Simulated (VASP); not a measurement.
# Au (P6_3/mmc) in VASP: notebook

The runs below take Au through single point, with r2SCAN.

Program: VASP 6.6.1. These are calculated values, not measurements. Logs are shortened: lines on timing, memory, paths and dates and some standing lists are left out, and cuts for length are marked.

**1. The cell of the first run**

Symmetry: P6_3/mmc, No. 194, hexagonal system. The conventional cell has a = 2.890 Å, b = 2.890 Å, c = 4.865 Å, α = 90.00°, β = 90.00°, γ = 120.00°. Within 3.8 Å of Au (site symmetry -6m2) lie 12 Au at 2.89 to 2.95 Å.

**2. Single point, r2SCAN**

The input, POSCAR:

```
Au
1.0
    2.8902925733      0.0000000000      0.0000000000
   -1.4451462866      2.5030667928      0.0000000000
    0.0000000000      0.0000000000      4.8647156959
Au
2
Direct
    0.3333333333      0.6666666667      0.7500000000
    0.6666666667      0.3333333333      0.2500000000
```

The input, INCAR.step1:

```
PREC     = Accurate       # precision mode
ENCUT    = 520            # plane-wave cutoff, eV
ISMEAR   = 0              # smearing method
SIGMA    = 0.1            # smearing width, eV
LREAL    = F              # projectors in reciprocal space
LASPH    = T              # aspherical terms in the spheres
NELM     = 100            # most SCF steps
NBANDS   = 18             # bands
GGA      = PE             # functional
ALGO     = Normal         # electronic algorithm
EDIFF    = 1E-4           # SCF threshold, eV
LWAVE    = T              # write WAVECAR
LCHARG   = F              # write CHGCAR
```

The input, INCAR.step2:

```
PREC     = Accurate       # precision mode
ENCUT    = 520            # plane-wave cutoff, eV
EDIFF    = 1E-7           # SCF threshold, eV
ISMEAR   = 0              # smearing method
SIGMA    = 0.1            # smearing width, eV
LREAL    = F              # projectors in reciprocal space
LASPH    = T              # aspherical terms in the spheres
NELM     = 100            # most SCF steps
ALGO     = Normal         # electronic algorithm
ISIF     = 2              # what is computed and relaxed
LWAVE    = F              # write WAVECAR
LCHARG   = T              # write CHGCAR
METAGGA  = R2SCAN         # meta-GGA
LMIXTAU  = T            
LELF     = T              # ELF
LVHAR    = T            
NBANDS   = 18             # bands
ISTART   = 1
```

The input, KPOINTS:

```
Automatic mesh
0
Gamma
  12 12 7
```

Potentials or basis: VASP PAW PBE potentials, release 64 (Au).

Run with:

```
$ cat potpaw_PBE.64/Au/POTCAR > POTCAR
$ cp INCAR.step1 INCAR
$ mpirun -np 1 vasp_std > vasp.out
$ cp INCAR.step2 INCAR
$ mpirun -np 1 vasp_std > vasp.out
```

OUTCAR:

```text
PREC = Accurate
   ENCUT = 520
   EDIFF = 1E-7
   ISMEAR = 0
   LREAL = F
   LASPH = T
   NELM = 100
   ISIF = 2
   METAGGA = R2SCAN
   ISTART = 1

 ion  position               nearest neighbor table
   1  0.333  0.667  0.750-   2 2.95   2 2.95   2 2.95   2 2.95   2 2.95   2 2.95
   2  0.667  0.333  0.250-   1 2.95   1 2.95   1 2.95   1 2.95   1 2.95   1 2.95

  LATTYP: Found a hexagonal cell.
 ALAT       =     2.8902925733
 C/A-ratio  =     1.6831222350

  Lattice vectors:

 A1 = (   2.8902925733,   0.0000000000,   0.0000000000)
 A2 = (  -1.4451462866,   2.5030667928,   0.0000000000)
 A3 = (   0.0000000000,   0.0000000000,   4.8647156959)

Analysis of symmetry for initial positions (statically):
=====================================================================
 Subroutine PRICEL returns:
 Original cell was already a primitive cell.

 Routine SETGRP: Setting up the symmetry group for a
 hexagonal supercell.

 Subroutine GETGRP returns: Found 24 space group operations
 (whereof 12 operations were pure point group operations)
 out of a pool of 24 trial point group operations.

The static configuration has the point symmetry D_3d.
 The point group associated with its full space group is D_6h.

Analysis of symmetry for dynamics (positions and initial velocities):
=====================================================================
 Subroutine PRICEL returns:
 Original cell was already a primitive cell.

 Routine SETGRP: Setting up the symmetry group for a
 hexagonal supercell.

 Subroutine GETGRP returns: Found 24 space group operations
 (whereof 12 operations were pure point group operations)
 out of a pool of 24 trial point group operations.

The dynamic configuration has the point symmetry D_3d.
 The point group associated with its full space group is D_6h.

 Subroutine INISYM returns: Found 24 space group operations
 (whereof 12 operations are pure point group operations),
 and found     1 'primitive' translations

----------------------------------------------------------------------------------------

                                     Primitive cell

  volume of cell :      35.1942

  direct lattice vectors                    reciprocal lattice vectors
     2.890292573  0.000000000  0.000000000     0.345985735  0.199754957  0.000000000
    -1.445146287  2.503066793  0.000000000     0.000000000  0.399509914  0.000000000
     0.000000000  0.000000000  4.864715696     0.000000000  0.000000000  0.205561859

  length of vectors
     2.890292573  2.890292573  4.864715696     0.399509914  0.399509914  0.205561859

  position of ions in fractional coordinates (direct lattice)
     0.333333333  0.666666667  0.750000000
     0.666666667  0.333333333  0.250000000

  ion indices of the primitive-cell ions
   primitive index   ion index
                 1           1
                 2           2

----------------------------------------------------------------------------------------

 KPOINTS: Automatic mesh

Automatic generation of k-mesh.
 Grid dimensions read from file:
 generate k-points for:   12   12    7

 Generating k-lattice:

  Cartesian coordinates                     Fractional coordinates (reciprocal lattice)
     0.028832145  0.016646246  0.000000000     0.083333333  0.000000000  0.000000000
     0.000000000  0.033292493  0.000000000     0.000000000  0.083333333  0.000000000
     0.000000000  0.000000000  0.029365980     0.000000000  0.000000000  0.142857143

  Length of vectors
     0.033292493  0.033292493  0.029365980

  Shift w.r.t. Gamma in fractional coordinates (k-lattice)
     0.000000000  0.000000000  0.000000000

 Subroutine IBZKPT returns following result:
 ===========================================

 Found     76 irreducible k-points:

 Following reciprocal coordinates:
            Coordinates               Weight
  0.000000  0.000000  0.000000      1.000000
  0.083333  0.000000  0.000000      6.000000
  0.166667  0.000000  0.000000      6.000000
  0.250000 -0.000000  0.000000      6.000000
  0.333333 -0.000000  0.000000      6.000000
  0.416667 -0.000000  0.000000      6.000000
[... 16 lines left out ...]
  0.250000 -0.000000  0.142857     12.000000
  0.333333 -0.000000  0.142857     12.000000
 [... further k-points ...]
   k-points           NKPTS =     76   k-points in BZ     NKDIM =     76   number of bands    NBANDS=     18
   number of dos      NEDOS =    301   number of ions     NIONS =      2
   total plane-waves  NPLWV =  20736
   dimension x,y,z NGX =    24 NGY =   24 NGZ =   36
   dimension x,y,z NGXF=    48 NGYF=   48 NGZF=   72
   ions per type =               2
   NGX,Y,Z   is equivalent  to a cutoff of  13.80, 13.80, 12.30 a.u.
   NGXF,Y,Z  is equivalent  to a cutoff of  27.61, 27.61, 24.61 a.u.
 SYSTEM =  unknown system
   PREC   = accura    normal or accurate (medium, high low for compatibility)
   ISTART =      1    job   : 0-new  1-cont  2-samecut
   ICHARG =      0    charge: 1-file 2-atom 10-const
   ISPIN  =      1    spin polarized calculation?
   LNONCOLLINEAR =      F non collinear calculations
   LSORBIT =      F    spin-orbit coupling
   LASPH  =      T    aspherical Exc in radial PAW
   ENCUT  =  520.0 eV  38.22 Ry    6.18 a.u.   5.37  5.37  9.05*2*pi/ulx,y,z
   NELM   =    100;   NELMIN=  2; NELMDL=  0     # of ELM steps
   EDIFF  = 0.1E-06   stopping-criterion for ELM
   LREAL  =      F    real-space projection
   EDIFFG = 0.1E-05   stopping-criterion for IOM
   NSW    =      0    number of steps for IOM
   IBRION =     -1    ionic relax: 0-MD 1-quasi-New 2-CG
   NFREE  =      0    steps in history (QN), initial steepest desc. (CG)
   ISIF   =      2    stress and relaxation
   ISYM   =      2    0-nonsym 1-usesym 2-fastsym
   POTIM  = 0.5000    time-step for ionic-motion
   TEBEG  =    0.0;   TEEND  =   0.0 temperature during run
   PSTRESS=    0.0 pullay stress
   NELECT =      22.0000    total number of electrons
   NUPDOWN=      -1.0000    fix difference up-down
   EMIN   =  10.00;   EMAX   =-10.00  energy-range for DOS
   EFERMI =   0.00;   METHOD = LEGACY
   ISMEAR =     0;   SIGMA  =   0.10  broadening in eV -4-tet -1-fermi 0-gaus
   EFERMI_NEDOS =   21; number of points for ismear=-14 and -15
   IALGO  =     38    algorithm
   IMIX   =      4    mixing-type and parameters
     AMIX     =   0.40;   BMIX     =  1.00
     AMIX_MAG =   1.60;   BMIX_MAG =  1.00
  volume/ion in A,a.u.               =      17.60       118.75
  Fermi-wavevector in a.u.,A,eV,Ry     =   1.399776  2.645193 26.658879  1.959372
  Thomas-Fermi vector in A             =   2.522802
   LORBIT       =      0    0 simple, 1 ext, 2 COOP (PROOUT), +10 PAW based schemes
   METAGGA = R2SCAN    functional components
   LHFCALC =     F    Hartree Fock is set to
   AEXX    =    0.0000 exact exchange contribution
   IVDW    =     0    specifies the selected vdW correction
   LEPSILON=     F    determine dielectric tensor
   LRPA    =     F    only Hartree local field effects (RPA)
 non-spin polarized calculation
 Gauss-broadening in eV      SIGMA  =   0.10
  energy-cutoff  :      520.00
  volume of cell :       35.19
 maximum number of plane-waves:       978
 NGX is ok and might be reduce to    24
   NGX = 11   NGY = 11   NGZ = 19

 number of electron      22.0000003 magnetization

 Free energy of the ion-electron system (eV)
  ---------------------------------------------------
  ext. energy  EPLUGINS =         0.00000000
  ---------------------------------------------------
  free energy    TOTEN  =      -101.15107451 eV

  energy without entropy =     -101.14471609  energy(sigma->0) =     -101.14789530

 E-fermi :   8.8207     XC(G=0): -13.3959

 val. band max:        8.8081709128   @ k =   0.4167   0.0833   0.0000
 cond. band min:       8.8343791854   @ k =   0.4167   0.0833   0.2857
 fundamental gap:      0.0262082726
 Fermi energy:         8.8207138538

 k-point     1 :       0.0000    0.0000    0.0000
  band No.  band energies     occupation
      1      -0.9392      2.00000
      2       1.4113      2.00000
      3       3.8414      2.00000
      4       4.1326      2.00000
      5       4.1326      2.00000
      6       4.4291      2.00000
[... 10 lines left out ...]
     17      27.8156      0.00000
     18      27.8156      0.00000

 k-point     2 :       0.0833    0.0000    0.0000
  band No.  band energies     occupation
      1      -0.7167      2.00000
      2       1.5920      2.00000
      3       3.7723      2.00000
      4       4.1885      2.00000
      5       4.2780      2.00000
      6       4.3594      2.00000
[... 10 lines left out ...]
     17      26.6940      0.00000
     18      27.3812      0.00000

 k-point     3 :       0.1667    0.0000    0.0000
  band No.  band energies     occupation
      1      -0.0859      2.00000
      2       2.0398      2.00000
      3       3.5996      2.00000
      4       4.1149      2.00000
      5       4.3423      2.00000
      6       4.5255      2.00000
[... 10 lines left out ...]
     17      26.2079      0.00000
     18      26.9650      0.00000

 k-point     4 :       0.2500   -0.0000    0.0000
  band No.  band energies     occupation
      1       0.8049      2.00000
      2       2.3419      2.00000
      3       3.5750      2.00000
      4       3.6912      2.00000
      5       3.9694      2.00000
      6       4.5700      2.00000
[... 375 lines left out ...]
      4       3.9828      2.00000
      5       4.0953      2.00000
      6       4.5670      2.00000
[... 10 lines left out ...]
     17      25.9628      0.00000
     18      26.6293      0.00000

 k-point    23 :       0.2500   -0.0000    0.1429
  band No.  band energies     occupation
      1       0.9214      2.00000
      2       2.3850      2.00000
      3       3.4816      2.00000
      4       3.7269      2.00000
      5       3.8518      2.00000
      6       4.6046      2.00000
[... 10 lines left out ...]
     17      25.5862      0.00000
     18      26.6464      0.00000

 k-point    24 :       0.3333   -0.0000    0.1429
  band No.  band energies     occupation
      1       1.5894      2.00000
      2       2.2575      2.00000
      3       3.0496      2.00000
      4       3.6553      2.00000
      5       4.3232      2.00000
      6       4.4300      2.00000
[... 10 lines left out ...]
     17      23.9069      0.00000
     18      25.7690      0.00000

 [... further k-points ...]

------------------------ aborting loop because EDIFF is reached ----------------------------------------

  FORCE on cell =-STRESS in cart. coord.  units (eV):
  Direction    XX          YY          ZZ          XY          YZ          ZX
  --------------------------------------------------------------------------------------
  -------------------------------------------------------------------------------------
  Total        0.1891893      0.1891893     -0.1013844      0.0000000      0.0000000      0.0000000
  in kB        8.6126237      8.6126237     -4.6154080      0.0000000      0.0000000      0.0000000
  external PRESSURE =       4.2032798 kB  Pullay stress =       0.0000000 kB

 VOLUME and BASIS-vectors are now :
 -----------------------------------------------------------------------------
  energy-cutoff  :      520.00
  volume of cell :       35.19
      direct lattice vectors                 reciprocal lattice vectors
     2.890292573  0.000000000  0.000000000     0.345985735  0.199754957  0.000000000
    -1.445146287  2.503066793  0.000000000     0.000000000  0.399509914  0.000000000
     0.000000000  0.000000000  4.864715696     0.000000000  0.000000000  0.205561859

 POSITION                                       TOTAL-FORCE (eV/Angst)
 -----------------------------------------------------------------------------------
     -0.00000      1.66871      3.64854         0.000000     -0.000000      0.000000
      1.44515      0.83436      1.21618        -0.000000      0.000000      0.000000
 -----------------------------------------------------------------------------------
    total drift:                               -0.000000      0.000000     -0.000000

  FREE ENERGIE OF THE ION-ELECTRON SYSTEM (eV)
  ---------------------------------------------------
  free  energy   TOTEN  =      -101.1510745082 eV

  energy  without entropy=     -101.1447160937  energy(sigma->0) =     -101.14789530
```

It took 88 s on 1 thread of Intel Xeon 6975P-C (Granite Rapids), shared host; peak memory 0.18 GiB.

What came out:

```yaml
Free_energy: -101.1511 eV
Pressure: 0.4 GPa
Band_gap_on_the_k_mesh: zero (band 11 reaches 12.75 eV, above the bottom of band 12 at 6.11 eV)
```

Levels at points of the mesh, in eV from the Fermi level:
```tsv
k point	band 9	band 10	band 11	band 12	band 13	band 14
(0.00, 0.00, 0.00)	-3.71	-2.39	-2.39	-0.87	2.55	15.45
(0.50, 0.00, 0.00)	-2.06	-1.88	0.41	1.56	5.94	7.43
```

Caveat: the PAW data sets were made with another functional, which shifts forces and pressure a little; spin-orbit coupling is left out, which moves the levels of the heavy elements.

**3. Single point, r2SCAN**

POSCAR is that of step 2.

The input, INCAR.step1:

```
PREC = Accurate
ENCUT = 520
ISMEAR = 0
SIGMA = 0.15
LREAL = False
LASPH = True
NELM = 60
NBANDS = 18
GGA = PE
ALGO = Normal
EDIFF = 1E-4
LWAVE = True
LCHARG = False
```

The input, INCAR.step2:

```
PREC = Accurate
ENCUT = 520
EDIFF = 1E-6
ISMEAR = 0
SIGMA = 0.15
LREAL = False
LASPH = True
NELM = 60
ALGO = Normal
ISIF = 2
LWAVE = False
LCHARG = True
METAGGA = R2SCAN
LMIXTAU = True
LELF = True
LVHAR = True
NBANDS = 18
ISTART = 1
```

The input, KPOINTS:

```
Automatic mesh
0
Gamma
  12 12 8
```

Potentials or basis: VASP PAW PBE potentials, release 64 (Au).

Run with:

```
$ cat potpaw_PBE.64/Au/POTCAR > POTCAR
$ cp INCAR.step1 INCAR
$ mpirun -np 1 vasp_std > vasp.out
$ cp INCAR.step2 INCAR
$ mpirun -np 1 vasp_std > vasp.out
```

It took 3.5 min on 1 thread of AMD EPYC 7R13 (Zen 3), shared host; peak memory 0.16 GiB.

The run converged. Its results:

```yaml
Free_energy: -101.1652 eV
Pressure: 0.4 GPa
Band_gap_on_the_k_mesh: zero (band 11 reaches 13.13 eV, above the bottom of band 12 at 5.98 eV)
```

Stress tensor (GPa, compression positive):
```
 0.91  0.00  0.00
 0.00  0.91  0.00
 0.00  0.00 -0.54
```

Levels at points of the mesh, in eV from the Fermi level:
```
           k point  band 9  band 10  band 11  band 12  band 13  band 14
(0.00, 0.00, 0.00)   -3.73    -2.41    -2.41    -0.89     2.53    15.43
(0.50, 0.00, 0.00)   -2.08    -1.90     0.39     1.54     5.92     7.41
(0.00, 0.00, 0.50)   -2.86    -2.86    -2.86    -2.86    10.82    10.82
(0.50, 0.00, 0.50)   -1.97    -1.97     0.62     0.62     3.93     3.93
```

Caveat: the PAW data sets were made with another functional, which shifts forces and pressure a little; spin-orbit coupling is left out, which moves the levels of the heavy elements.

**4. Single point, r2SCAN**

POSCAR is that of step 3.

The input, INCAR.step1:

```
SYSTEM = Au
PREC     = Accurate       ! precision mode
ENCUT    = 520            ! plane-wave cutoff, eV
ISMEAR   = 0              ! smearing method
SIGMA    = 0.1            ! smearing width, eV
LREAL    = .FALSE.        ! projectors in reciprocal space
LASPH    = .TRUE.         ! aspherical terms in the spheres
NELM     = 100            ! most SCF steps
NBANDS   = 18             ! bands
GGA      = PE             ! functional
ALGO     = Normal         ! electronic algorithm
EDIFF    = 1E-4           ! SCF threshold, eV
LWAVE    = .TRUE.         ! write WAVECAR
LCHARG   = .FALSE.        ! write CHGCAR
```

The input, INCAR.step2:

```
SYSTEM = Au
PREC     = Accurate       ! precision mode
ENCUT    = 520            ! plane-wave cutoff, eV
EDIFF    = 1E-6           ! SCF threshold, eV
ISMEAR   = 0              ! smearing method
SIGMA    = 0.1            ! smearing width, eV
LREAL    = .FALSE.        ! projectors in reciprocal space
LASPH    = .TRUE.         ! aspherical terms in the spheres
NELM     = 100            ! most SCF steps
ALGO     = Normal         ! electronic algorithm
ISIF     = 2              ! what is computed and relaxed
LWAVE    = .FALSE.        ! write WAVECAR
LCHARG   = .FALSE.        ! write CHGCAR
METAGGA  = R2SCAN         ! meta-GGA
LMIXTAU  = .TRUE.       
NBANDS   = 18             ! bands
ISTART   = 1
```

The input, KPOINTS:

```
regular mesh
0
G
  18 18 10
  0 0 0
```

Run with:

```
$ cat potpaw_PBE.64/Au/POTCAR > POTCAR
$ cp INCAR.step1 INCAR
$ mpirun -np 1 vasp_std > vasp.out
$ cp INCAR.step2 INCAR
$ mpirun -np 1 vasp_std > vasp.out
```

Run time: 6.7 min. Hardware: 1 thread of AMD EPYC 7R13 (Zen 3), shared host; peak memory 0.22 GiB.

Results (log left out):

| Property | Result |
| --- | --- |
| Free energy | -101.1743 eV |
| Pressure | 0.3 GPa |
| Band gap on the k mesh | zero (band 11 reaches 13.13 eV, above the bottom of band 12 at 5.98 eV) |

Levels at points of the mesh, in eV from the Fermi level:
| k point | band 7 | band 8 | band 9 | band 10 | band 11 | band 12 | band 13 | band 14 | band 15 | band 16 |
| --- | --- | --- | --- | --- | --- | --- | --- | --- | --- | --- |
| (0.00, 0.00, 0.00) | -4.36 | -3.68 | -3.68 | -2.36 | -2.36 | -0.83 | 2.58 | 15.48 | 16.48 | 17.61 |
| (0.50, 0.00, 0.00) | -3.67 | -2.14 | -2.03 | -1.85 | 0.44 | 1.59 | 5.97 | 7.46 | 7.54 | 10.82 |
| (0.00, 0.00, 0.50) | -4.70 | -4.70 | -2.81 | -2.81 | -2.81 | -2.81 | 10.88 | 10.88 | 15.73 | 15.73 |
| (0.50, 0.00, 0.50) | -2.52 | -2.52 | -1.92 | -1.92 | 0.68 | 0.68 | 3.98 | 3.98 | 13.73 | 13.73 |

Caveat: the PAW data sets were made with another functional, which shifts forces and pressure a little; spin-orbit coupling is left out, which moves the levels of the heavy elements.

**5. Overview**

| k mesh | smearing | gap on the mesh (eV) | pressure (GPa) |
| --- | --- | --- | --- |
| 12 × 12 × 7 | gaussian 0.1 eV | none | 0.4 |
| 12 × 12 × 8 | gaussian 0.15 eV | none | 0.4 |
| 18 × 18 × 10 | gaussian 0.1 eV | none | 0.3 |

Alike in all rows: task single point; level r2SCAN; potentials or basis VASP PAW PBE potentials, release 64 (Au); no spin polarisation; cell as given; cutoff (eV) 520.

Every run on the cell as given and a fine mesh finds a metal.

Caveats: the PAW data sets were made with another functional, which shifts forces and pressure a little; spin-orbit coupling is left out, which moves the levels of the heavy elements.

Absolute energies hang on the potentials; compare differences alone.
